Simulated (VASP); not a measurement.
# TiHg (P4/mmm) in VASP: further runs, part 2 of 3

VASP 6.6.1.

## Step 3: Electric field gradients, LDA (19.03 Å³/atom)

Input file INCAR:

```
  ALGO = Normal
  EDIFF = 1E-8
  ENCUT = 520
  GGA = CA
  ISIF = 2
  ISMEAR = -1
  LASPH = T
  LCHARG = F
  LEFG = T
  LREAL = F
  LWAVE = F
  NBANDS = 19
  NELM = 100
  PREC = Accurate
  SIGMA = 0.08
```

Input file KPOINTS:

```
k-points
0
Gamma
  14 14 10
```

Input file POSCAR:

```
TiHg
1.0
    3.0485966461      0.0000000000      0.0000000000
    0.0000000000      3.0485966461      0.0000000000
    0.0000000000      0.0000000000      4.0941771508
Ti Hg
1 1
Direct
    0.5000000000      0.5000000000      0.5000000000
    0.0000000000      0.0000000000      0.0000000000
```

Potentials or basis: VASP PAW LDA potentials, release 64 (Ti_sv, Hg).

Command:

```console
cat potpaw_LDA.64/Ti_sv/POTCAR potpaw_LDA.64/Hg/POTCAR > POTCAR
mpirun -np 1 vasp_std > vasp.out
```

OUTCAR:

```text
EDIFF = 1E-8
   ENCUT = 520
   GGA = CA
   ISIF = 2
   ISMEAR = -1
   LASPH = T
   LREAL = F
   NELM = 100
   PREC = Accurate

 ion  position               nearest neighbor table
   1  0.500  0.500  0.500-   2 2.97   2 2.97   2 2.97   2 2.97   2 2.97   2 2.97   2 2.97   2 2.97

   2  0.000  0.000  0.000-   1 2.97   1 2.97   1 2.97   1 2.97   1 2.97   1 2.97   1 2.97   1 2.97

  LATTYP: Found a simple tetragonal cell.
 ALAT       =     3.0485966461
 C/A-ratio  =     1.3429710867

  Lattice vectors:

 A1 = (   3.0485966461,   0.0000000000,   0.0000000000)
 A2 = (   0.0000000000,   3.0485966461,   0.0000000000)
[... 741 lines left out ...]
  free  energy   TOTEN  =        -9.7644886667 eV

  energy  without entropy=       -9.7051031747  energy(sigma->0) =       -9.73479592

 Electric field gradients (V/A^2)
---------------------------------------------------------------------
 ion       V_xx      V_yy      V_zz      V_xy      V_xz      V_yz
---------------------------------------------------------------------
   1     -12.653   -12.653    25.306    -0.000    -0.000     0.000
   2      99.160    99.160  -198.319     0.000     0.000     0.000
---------------------------------------------------------------------

 Electric field gradients after diagonalization (V/A^2)
 (convention: |V_zz| > |V_xx| > |V_yy|)
----------------------------------------------------------------------
 ion       V_xx      V_yy      V_zz     asymmetry (V_yy - V_xx)/ V_zz
----------------------------------------------------------------------
   1     -12.653   -12.653    25.306       0.000
   2      99.160    99.160  -198.319       0.000
----------------------------------------------------------------------

           NMR quadrupolar parameters

 Cq : quadrupolar parameter    Cq=e*Q*V_zz/h
 eta: asymmetry parameters     (V_yy - V_xx)/ V_zz
 Q  : nuclear electric quadrupole moment in mb (millibarn)
----------------------------------------------------------------------
 ion       Cq(MHz)       eta       Q (mb)
----------------------------------------------------------------------
   1       0.061       0.000       1.000
   2      -0.480       0.000       1.000
----------------------------------------------------------------------
```

OSZICAR:

```text
N       E                     dE             d eps       ncg     rms          rms(c)
DAV:   1     0.235767310778E+03    0.23577E+03   -0.12966E+04  8240   0.144E+03
DAV:   2     0.489351351648E+01   -0.23087E+03   -0.22495E+03  8282   0.397E+02
DAV:   3    -0.105752714400E+02   -0.15469E+02   -0.15264E+02 13408   0.963E+01
DAV:   4    -0.111148831435E+02   -0.53961E+00   -0.53507E+00  9586   0.142E+01
DAV:   5    -0.111281401965E+02   -0.13257E-01   -0.13254E-01  9783   0.209E+00    0.946E+00
DAV:   6    -0.991102302955E+01    0.12171E+01   -0.50512E+00  8779   0.208E+01    0.330E+00
DAV:   7    -0.979821921908E+01    0.11280E+00   -0.78115E-01  9211   0.828E+00    0.343E+00
DAV:   8    -0.976858585875E+01    0.29633E-01   -0.95140E-02  9228   0.259E+00    0.151E+00
DAV:   9    -0.976444973447E+01    0.41361E-02   -0.10811E-02  9255   0.116E+00    0.148E-01
DAV:  10    -0.976449224476E+01   -0.42510E-04   -0.84614E-04 11880   0.227E-01    0.743E-02
DAV:  11    -0.976448952723E+01    0.27175E-05   -0.20840E-04  9178   0.121E-01    0.162E-02
DAV:  12    -0.976448939105E+01    0.13618E-06   -0.24215E-05 10242   0.486E-02    0.765E-03
DAV:  13    -0.976448868879E+01    0.70225E-06   -0.32182E-06  9852   0.168E-02    0.190E-03
DAV:  14    -0.976448867111E+01    0.17688E-07   -0.19828E-07 11069   0.362E-03    0.796E-04
DAV:  15    -0.976448866674E+01    0.43674E-08   -0.14154E-08  7210   0.122E-03
   1 F= -.97644887E+01 E0= -.97347959E+01  d E =-.593855E-01
```

stdout:

```text
POSCAR found type information on POSCAR TiHg
 POSCAR found :  2 types and       2 ions
 scaLAPACK will be used
 LDA part: xc-table for (Slater(with rela. corr.)+CA(PZ))
 , standard interpolation
 POSCAR, INCAR and KPOINTS ok, starting setup
 FFT: planning ... GRIDC
 FFT: planning ... GRID_SOFT
 FFT: planning ... GRID
 WAVECAR not read
 entering main loop
ion   1

ion   2
```

It took 64 s on 1 thread of Intel Xeon Platinum 8559C (Emerald Rapids), shared host; peak memory 0.26 GiB.

What came out:

```yaml
Free_energy: -9.7645 eV
Pressure: -9.5 GPa
Band_gap_on_the_k_mesh: zero (bands 12 and 13 overlap by 1.03 eV)
Largest_electric_field_gradient_by_atom: Ti +25.3; Hg -198.3 V/Å²
```

Levels at points of the mesh, in eV from the Fermi level:
| k point | band 9 | band 10 | band 11 | band 12 | band 13 | band 14 | band 15 | band 16 |
| --- | --- | --- | --- | --- | --- | --- | --- | --- |
| (0.00, 0.00, 0.00) | -6.92 | -6.47 | -0.43 | -0.32 | 1.23 | 1.82 | 1.82 | 2.32 |
| (0.50, 0.00, 0.00) | -6.75 | -3.62 | -3.54 | -0.99 | -0.39 | 1.09 | 1.65 | 3.39 |
| (0.50, 0.50, 0.00) | -5.80 | -2.16 | 0.31 | 0.31 | 1.09 | 1.09 | 1.27 | 3.02 |
| (0.00, 0.00, 0.50) | -6.46 | -6.34 | -4.52 | -0.68 | 0.70 | 1.14 | 1.14 | 2.26 |
| (0.50, 0.00, 0.50) | -6.78 | -3.62 | -1.60 | -0.71 | -0.27 | 1.52 | 1.82 | 1.85 |
| (0.50, 0.50, 0.50) | -5.80 | -1.95 | -1.60 | -1.60 | 1.01 | 1.51 | 3.02 | 5.56 |

Electric field gradients, principal values (V/Å²):
```
atom    least   middle  greatest (by size)
1 Ti  -12.653  -12.653              25.306
2 Hg   99.160   99.160            -198.319
```

Caveat: the cell stands under tension; without QUAD_EFG the Cq values of the log hold for a quadrupole moment of 1 mb, not for the nuclei; spin-orbit coupling is left out, which moves the levels of the heavy elements.

## Step 4: Electric field gradients, LDA (19.39 Å³/atom)

This run uses another cell than the first one, of 19.39 Å³/atom.

Input file INCAR:

```
ALGO = Normal ; EDIFF = 1E-8
ENCUT = 520 ; GGA = CA
ISIF = 2 ; ISMEAR = -1
LASPH = True ; LCHARG = False
LEFG = True ; LREAL = False
LWAVE = False ; NBANDS = 19
NELM = 100 ; PREC = Accurate
SIGMA = 0.08
```

KPOINTS is that of step 3.

Input file POSCAR:

```
TiHg
1.0
    3.0680149827      0.0000000000      0.0000000000
    0.0000000000      3.0680149827      0.0000000000
    0.0000000000      0.0000000000      4.1202554154
Ti Hg
1 1
Direct
    0.5000000000      0.5000000000      0.5000000000
    0.0000000000      0.0000000000      0.0000000000
```

Potentials or basis: VASP PAW LDA potentials, release 64 (Ti_sv, Hg).

Command:

```console
cat potpaw_LDA.64/Ti_sv/POTCAR potpaw_LDA.64/Hg/POTCAR > POTCAR
mpirun -np 1 vasp_std > vasp.out
```

OUTCAR:

```text
EDIFF = 1E-8
   ENCUT = 520
   GGA = CA
   ISIF = 2
   ISMEAR = -1
   LASPH = True
   LREAL = False
   NELM = 100
   PREC = Accurate

 ion  position               nearest neighbor table
   1  0.500  0.500  0.500-   2 2.99   2 2.99   2 2.99   2 2.99   2 2.99   2 2.99   2 2.99   2 2.99

   2  0.000  0.000  0.000-   1 2.99   1 2.99   1 2.99   1 2.99   1 2.99   1 2.99   1 2.99   1 2.99

  LATTYP: Found a simple tetragonal cell.
 ALAT       =     3.0680149827
 C/A-ratio  =     1.3429710867

  Lattice vectors:

 A1 = (   3.0680149827,   0.0000000000,   0.0000000000)
 A2 = (   0.0000000000,   3.0680149827,   0.0000000000)
 A3 = (   0.0000000000,   0.0000000000,   4.1202554154)

Analysis of symmetry for initial positions (statically):
=====================================================================
 Subroutine PRICEL returns:
 Original cell was already a primitive cell.

 Routine SETGRP: Setting up the symmetry group for a
 simple tetragonal supercell.

[... 717 lines left out ...]
      direct lattice vectors                 reciprocal lattice vectors
     3.068014983  0.000000000  0.000000000     0.325943649  0.000000000  0.000000000
     0.000000000  3.068014983  0.000000000     0.000000000  0.325943649  0.000000000
     0.000000000  0.000000000  4.120255415     0.000000000  0.000000000  0.242703400

 POSITION                                       TOTAL-FORCE (eV/Angst)
 -----------------------------------------------------------------------------------
      1.53401      1.53401      2.06013         0.000000      0.000000      0.000000
      0.00000      0.00000      0.00000         0.000000      0.000000      0.000000
 -----------------------------------------------------------------------------------
    total drift:                                0.000000      0.000000     -0.000000

  FREE ENERGIE OF THE ION-ELECTRON SYSTEM (eV)
  ---------------------------------------------------
  free  energy   TOTEN  =        -9.7176937260 eV

  energy  without entropy=       -9.6570331860  energy(sigma->0) =       -9.68736346

 Electric field gradients (V/A^2)
---------------------------------------------------------------------
 ion       V_xx      V_yy      V_zz      V_xy      V_xz      V_yz
---------------------------------------------------------------------
   1     -12.672   -12.672    25.345     0.000     0.000    -0.000
   2      96.821    96.821  -193.642    -0.000    -0.000     0.000
---------------------------------------------------------------------

 Electric field gradients after diagonalization (V/A^2)
 (convention: |V_zz| > |V_xx| > |V_yy|)
----------------------------------------------------------------------
 ion       V_xx      V_yy      V_zz     asymmetry (V_yy - V_xx)/ V_zz
----------------------------------------------------------------------
   1     -12.672   -12.672    25.345       0.000
   2      96.821    96.821  -193.642       0.000
----------------------------------------------------------------------

           NMR quadrupolar parameters

 Cq : quadrupolar parameter    Cq=e*Q*V_zz/h
 eta: asymmetry parameters     (V_yy - V_xx)/ V_zz
 Q  : nuclear electric quadrupole moment in mb (millibarn)
----------------------------------------------------------------------
 ion       Cq(MHz)       eta       Q (mb)
----------------------------------------------------------------------
   1       0.061       0.000       1.000
   2      -0.468       0.000       1.000
----------------------------------------------------------------------
```

OSZICAR:

```text
N       E                     dE             d eps       ncg     rms          rms(c)
DAV:   1     0.236597596067E+03    0.23660E+03   -0.13049E+04  8240   0.143E+03
DAV:   2     0.497385501928E+01   -0.23162E+03   -0.22561E+03  8285   0.398E+02
DAV:   3    -0.105731622092E+02   -0.15547E+02   -0.15352E+02 13520   0.964E+01
DAV:   4    -0.110930296876E+02   -0.51987E+00   -0.51494E+00  9666   0.140E+01
DAV:   5    -0.111048024570E+02   -0.11773E-01   -0.11770E-01  9753   0.196E+00    0.925E+00
DAV:   6    -0.987277190798E+01    0.12320E+01   -0.53731E+00  8776   0.210E+01    0.322E+00
DAV:   7    -0.975246623187E+01    0.12031E+00   -0.86091E-01  9130   0.858E+00    0.337E+00
DAV:   8    -0.972191153137E+01    0.30555E-01   -0.98405E-02  9183   0.259E+00    0.149E+00
DAV:   9    -0.971766620628E+01    0.42453E-02   -0.10849E-02  9291   0.116E+00    0.149E-01
DAV:  10    -0.971769734197E+01   -0.31136E-04   -0.88707E-04 11848   0.231E-01    0.740E-02
DAV:  11    -0.971769476512E+01    0.25768E-05   -0.21986E-04  9231   0.124E-01    0.165E-02
DAV:  12    -0.971769456092E+01    0.20420E-06   -0.26614E-05 10114   0.501E-02    0.818E-03
DAV:  13    -0.971769374840E+01    0.81252E-06   -0.37545E-06  9740   0.179E-02    0.191E-03
DAV:  14    -0.971769372867E+01    0.19731E-07   -0.21135E-07 11104   0.372E-03    0.829E-04
DAV:  15    -0.971769372603E+01    0.26407E-08   -0.13086E-08  7180   0.116E-03
   1 F= -.97176937E+01 E0= -.96873635E+01  d E =-.606605E-01
```

It took 59 s on 1 thread of Intel Xeon Platinum 8559C (Emerald Rapids), shared host; peak memory 0.26 GiB.

Results:

```yaml
Free_energy: -9.7177 eV
Pressure: -11.1 GPa
Band_gap_on_the_k_mesh: zero (bands 12 and 13 overlap by 1.00 eV)
Largest_electric_field_gradient_by_atom: Ti +25.3; Hg -193.6 V/Å²
```

Electric field gradients, principal values (V/Å²):
```
atom    least   middle  greatest (by size)
1 Ti  -12.672  -12.672              25.345
2 Hg   96.821   96.821            -193.642
```

Caveat: the cell stands under tension; without QUAD_EFG the Cq values of the log hold for a quadrupole moment of 1 mb, not for the nuclei; spin-orbit coupling is left out, which moves the levels of the heavy elements.

(Part 2 of 3 ends here.)
